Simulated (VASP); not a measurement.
# BN (P1) in VASP: notebook, part 2 of 2

VASP 6.6.1.

### Step 4. Single point, r2SCAN

POSCAR reads:

```
BN
1.0
    0.0000000000      3.4916518699      3.4916518699
    3.4916518699      0.0000000000      3.4916518699
    5.2374778049      5.2374778049      0.0000000000
B N
12 12
Direct
   -0.0737592147      0.0136687453     -0.0242088854
   -0.0721174417      0.1961770605      0.3139465333
   -0.0032617799      0.0925905594      0.6381535396
    0.0452029601      0.4949585653     -0.0604844568
   -0.0056784012      0.6596731535      0.2724187201
   -0.1030719881      0.6223654537      0.6706402644
    0.4402771402     -0.0724867511      0.0048909992
    0.5074482125      0.1058867017      0.2860215462
    0.4335584006      0.1790126918      0.6406037648
    0.4919257601      0.5525320312     -0.0429558861
    0.3869356254      0.5320067891      0.3621217255
    0.4985928050      0.5593789337      0.6171864818
    0.2457696334      0.2062900389      0.2054878398
    0.3257468220      0.1135286434      0.5131488094
    0.2770266155      0.2057766716      0.8621792145
    0.3148840552      0.6477548691      0.1728991575
    0.2647995947      0.6163586979      0.5471916267
    0.2362480656      0.7045470430      0.8677520305
    0.8053805490      0.1964455580      0.1845776796
    0.7731692908      0.1286772040      0.5560382513
    0.7916815888      0.3054008646      0.8168468983
    0.7474367713      0.8011732281      0.1607920895
    0.7990663457      0.6402274864      0.4944256752
    0.7691285100      0.7116370969      0.8669086857
```

INCAR.step1 reads:

```
SYSTEM = BN
PREC     = Accurate       ! precision mode
ENCUT    = 520            ! plane-wave cutoff, eV
ISMEAR   = -1             ! smearing method
SIGMA    = 0.02           ! smearing width, eV
LREAL    = Auto         
LASPH    = .True.         ! aspherical terms in the spheres
NELM     = 60             ! most SCF steps
NBANDS   = 66             ! bands
GGA      = PE             ! functional
ALGO     = Normal         ! electronic algorithm
EDIFF    = 1E-4           ! SCF threshold, eV
LWAVE    = .True.         ! write WAVECAR
LCHARG   = .False.        ! write CHGCAR
```

INCAR.step2 reads:

```
SYSTEM = BN
PREC     = Accurate       ! precision mode
ENCUT    = 520            ! plane-wave cutoff, eV
EDIFF    = 1E-6           ! SCF threshold, eV
ISMEAR   = -1             ! smearing method
SIGMA    = 0.02           ! smearing width, eV
LREAL    = Auto         
LASPH    = .True.         ! aspherical terms in the spheres
NELM     = 60             ! most SCF steps
ALGO     = Normal         ! electronic algorithm
ISIF     = 2              ! what is computed and relaxed
LWAVE    = .False.        ! write WAVECAR
LCHARG   = .False.        ! write CHGCAR
METAGGA  = R2SCAN         ! meta-GGA
LMIXTAU  = .True.       
NBANDS   = 66             ! bands
ISTART   = 1
```

KPOINTS reads:

```
Automatic mesh
0
Gamma
  4 4 2
  0 0 0
```

Potentials or basis: VASP PAW PBE potentials, release 64 (B, N).

Launch:

```bash
> cat potpaw_PBE.64/B/POTCAR potpaw_PBE.64/N/POTCAR > POTCAR
> cp INCAR.step1 INCAR
> mpirun -np 1 vasp_std > vasp.out
> cp INCAR.step2 INCAR
> mpirun -np 1 vasp_std > vasp.out
```

OUTCAR:

```text
SYSTEM = BN
   PREC = Accurate
   ENCUT = 520
   EDIFF = 1E-6
   ISMEAR = -1
   LREAL = Auto
   LASPH = .True.
   NELM = 60
   ISIF = 2
   METAGGA = R2SCAN
   ISTART = 1

 ion  position               nearest neighbor table
   1  0.926  0.014  0.976-  21 1.43  22 1.43  18 1.72  19 1.87   5 2.08
   2  0.928  0.196  0.314-  19 1.36  13 1.37  20 1.48
   3  0.997  0.093  0.638-  20 1.41  14 1.44  21 1.69
   4  0.045  0.495  0.940-  24 1.41  18 1.47  15 1.48  19 1.95   6 2.15
   5  0.994  0.660  0.272-  16 1.35  23 1.41  22 1.50  11 2.06   1 2.08
   6  0.897  0.622  0.671-  24 1.47  23 1.55  21 1.56  17 1.56  10 2.08   4 2.15
   7  0.440  0.928  0.005-  15 1.40  16 1.49  24 1.59  10 1.93
   8  0.507  0.106  0.286-  13 1.45  19 1.46  14 1.47  22 1.74  11 2.17
   9  0.434  0.179  0.641-  20 1.40  15 1.47  14 1.50  17 1.77  11 1.96  12 1.97
  10  0.492  0.553  0.957-  18 1.41  16 1.58  24 1.60  21 1.64   7 1.93   6 2.08
  11  0.387  0.532  0.362-  17 1.38  16 1.38  14 1.89   9 1.96   5 2.06   8 2.17
  12  0.499  0.559  0.617-  17 1.34  23 1.44  18 1.91   9 1.97
  13  0.246  0.206  0.205-   2 1.37   8 1.45
  14  0.326  0.114  0.513-   3 1.44   8 1.47   9 1.50  11 1.89
  15  0.277  0.206  0.862-   7 1.40   9 1.47   4 1.48
  16  0.315  0.648  0.173-   5 1.35  11 1.38   7 1.49  10 1.58
  17  0.265  0.616  0.547-  12 1.34  11 1.38   6 1.56   9 1.77
  18  0.236  0.705  0.868-  10 1.41   4 1.47   1 1.72  12 1.91
  19  0.805  0.196  0.185-   2 1.36   8 1.46   1 1.87   4 1.95
  20  0.773  0.129  0.556-   9 1.40   3 1.41   2 1.48
  21  0.792  0.305  0.817-   1 1.43   6 1.56  10 1.64   3 1.69
  22  0.747  0.801  0.161-   1 1.43   5 1.50   8 1.74
  23  0.799  0.640  0.494-   5 1.41  12 1.44   6 1.55
  24  0.769  0.712  0.867-   4 1.41   6 1.47   7 1.59  10 1.60

  LATTYP: Found a face centered orthorhombic cell.
 ALAT       =     4.9379414295
 B/A-ratio  =     1.7320508076
 C/A-ratio  =     2.4494897428

  Lattice vectors:

 A1 = (   5.2374778049,   5.2374778049,   0.0000000000)
 A2 = (   1.7458259350,   5.2374778049,  -3.4916518699)
 A3 = (   0.0000000000,   3.4916518699,   3.4916518699)

[... 211 lines left out ...]
   LORBIT       =      0    0 simple, 1 ext, 2 COOP (PROOUT), +10 PAW based schemes
   METAGGA = R2SCAN    functional components
   LHFCALC =     F    Hartree Fock is set to
   AEXX    =    0.0000 exact exchange contribution
   IVDW    =     0    specifies the selected vdW correction
   LEPSILON=     F    determine dielectric tensor
   LRPA    =     F    only Hartree local field effects (RPA)
 non-spin polarized calculation
  energy-cutoff  :      520.00
  volume of cell :      127.71
 maximum number of plane-waves:      3450
 NGX is ok and might be reduce to    40
   NGX = 19   NGY = 19   NGZ = 27

 number of electron      96.0000002 magnetization

 Free energy of the ion-electron system (eV)
  ---------------------------------------------------
  ext. energy  EPLUGINS =         0.00000000
  ---------------------------------------------------
  free energy    TOTEN  =      -191.98982055 eV

  energy without entropy =     -191.98982055  energy(sigma->0) =     -191.98982055

 E-fermi :  10.4560     XC(G=0): -14.3028

 val. band max:       10.0480816912   @ k =   0.2500   0.2500   0.5000
 cond. band min:      10.8381195937   @ k =   0.0000   0.0000   0.5000
 fundamental gap:      0.7900379025
 Fermi energy:        10.4560283394

 k-point     1 :       0.0000    0.0000    0.0000
  band No.  band energies     occupation
      1     -14.3320      2.00000
      2     -12.0648      2.00000
      3     -11.3822      2.00000
      4      -9.9383      2.00000
      5      -9.4406      2.00000
      6      -9.1121      2.00000
[... 1249 lines left out ...]
     59      17.7887      0.00000
     60      17.9265      0.00000
 [bands above 60 left out]

------------------------ aborting loop because EDIFF is reached ----------------------------------------

  FORCE on cell =-STRESS in cart. coord.  units (eV):
  Direction    XX          YY          ZZ          XY          YZ          ZX
  --------------------------------------------------------------------------------------
  -------------------------------------------------------------------------------------
  Total       38.5227487     91.1895422     59.8301768     -5.4131077    -14.1277690     11.6346306
  in kB      483.2966508   1144.0409070    750.6142486    -67.9114792   -177.2434129    145.9651295
  external PRESSURE =     792.6506022 kB  Pullay stress =       0.0000000 kB

 VOLUME and BASIS-vectors are now :
 -----------------------------------------------------------------------------
  energy-cutoff  :      520.00
  volume of cell :      127.71
      direct lattice vectors                 reciprocal lattice vectors
     0.000000000  3.491651870  3.491651870    -0.143198698  0.143198698  0.143198698
     3.491651870  0.000000000  3.491651870     0.143198698 -0.143198698  0.143198698
     5.237477805  5.237477805  0.000000000     0.095465798  0.095465798 -0.095465798

 POSITION                                       TOTAL-FORCE (eV/Angst)
 -----------------------------------------------------------------------------------
      5.15841      8.34479      3.28184        -0.684978      0.335182      0.862432
      2.32927      4.88413      3.92482        -0.112773      1.951760      0.029243
      3.66561      6.82258      3.80356         3.638165     -0.710058      1.139722
      6.64891      5.07852      1.88606        -0.200402      2.789067     -0.927055
      3.73014      4.89861      5.77517         2.460684     -3.788565     -5.209677
      5.68555      6.64422      5.30484        -3.332578     -1.601762     -0.071749
[... 16 lines left out ...]
      4.82500      5.37961      5.02551         1.253032      1.368538      1.111547
      7.02520      7.22594      5.17032         2.074190     -2.703572     -2.044066
 -----------------------------------------------------------------------------------
    total drift:                                0.000913      0.000661      0.002607

  FREE ENERGIE OF THE ION-ELECTRON SYSTEM (eV)
  ---------------------------------------------------
  free  energy   TOTEN  =      -191.9898205524 eV

  energy  without entropy=     -191.9898205521  energy(sigma->0) =     -191.98982055
```

Run time: 37 min. Hardware: 1 thread of Intel Xeon 8259CL, shared host; peak memory 0.36 GiB.

What came out:

| Property | Result |
| --- | --- |
| Free energy | -191.9898 eV |
| Pressure | 79.3 GPa |
| Largest force | 6.896 eV/Å |
| Band gap on the k mesh | 0.79 eV (least direct gap 0.88 eV) |

Forces on the atoms (eV/Å):
```
B   -0.685  0.335  0.862
B   -0.113  1.952  0.029
B    3.638 -0.710  1.140
B   -0.200  2.789 -0.927
B    2.461 -3.789 -5.210
B   -3.333 -1.602 -0.072
B    1.382  2.661  2.184
B   -2.339  0.111 -2.373
B    0.423 -0.619 -0.549
B   -1.685  1.779 -0.655
B   -2.168  0.527  1.053
B    2.861  3.362  3.448
N   -0.984 -0.015  0.390
N    3.008  0.156  1.572
N   -1.630  1.538 -1.353
N    1.025 -0.830  3.925
N   -1.662 -3.857 -1.774
N   -0.667 -2.684  0.407
N    1.588 -1.067 -0.447
N   -3.480 -1.784  2.387
N   -2.264  1.931 -2.171
N    1.496  1.151 -0.934
N    1.253  1.369  1.112
N    2.074 -2.704 -2.044
```

Levels at points of the mesh, in eV from the valence-band top:
```
           k point  band 46  band 47  band 48  band 49  band 50  band 51
(0.00, 0.00, 0.00)    -0.95    -0.34    -0.06     1.89     2.94     3.08
(0.50, 0.00, 0.00)    -0.96    -0.51    -0.25     2.35     3.59     3.69
(0.00, 0.50, 0.00)    -1.54    -1.00    -0.84     2.72     3.46     3.93
(0.50, 0.50, 0.00)    -1.41    -0.51    -0.21     2.51     3.34     3.64
(0.00, 0.00, 0.50)    -0.82    -0.64    -0.09     0.79     2.86     3.06
(0.50, 0.00, 0.50)    -1.43    -0.69    -0.17     2.23     2.91     3.66
(0.00, 0.50, 0.50)    -1.40    -0.95    -0.46     2.47     3.20     3.98
(0.50, 0.50, 0.50)    -1.22    -0.45    -0.05     3.07     3.55     3.85
```

Caveat: the k points lie up to 0.52 Å⁻¹ apart; the atoms stand as in a frame of molecular dynamics; the PAW data sets were made with another functional, which shifts forces and pressure a little.

### Step 5. The runs side by side

| cell | gap on the mesh (eV) | pressure (GPa) | largest force (eV/Å) |
| --- | --- | --- | --- |
| as given, atomic positions A | 1.45 | 6.6 | 1.71 |
| as given, atomic positions B | 1.35 | 47.6 | 3.93 |
| as given, atomic positions C | 0.79 | 79.3 | 6.90 |

Alike in all rows: task single point; level r2SCAN; potentials or basis VASP PAW PBE potentials, release 64 (B, N); no spin polarisation; k mesh 4 × 4 × 2; cutoff (eV) 520; smearing fermi-dirac 0.02 eV.

Caveats: all runs use coarse meshes; the atoms stand as in a frame of molecular dynamics; the PAW data sets were made with another functional, which shifts forces and pressure a little.

Absolute energies hang on the potentials; compare differences alone.
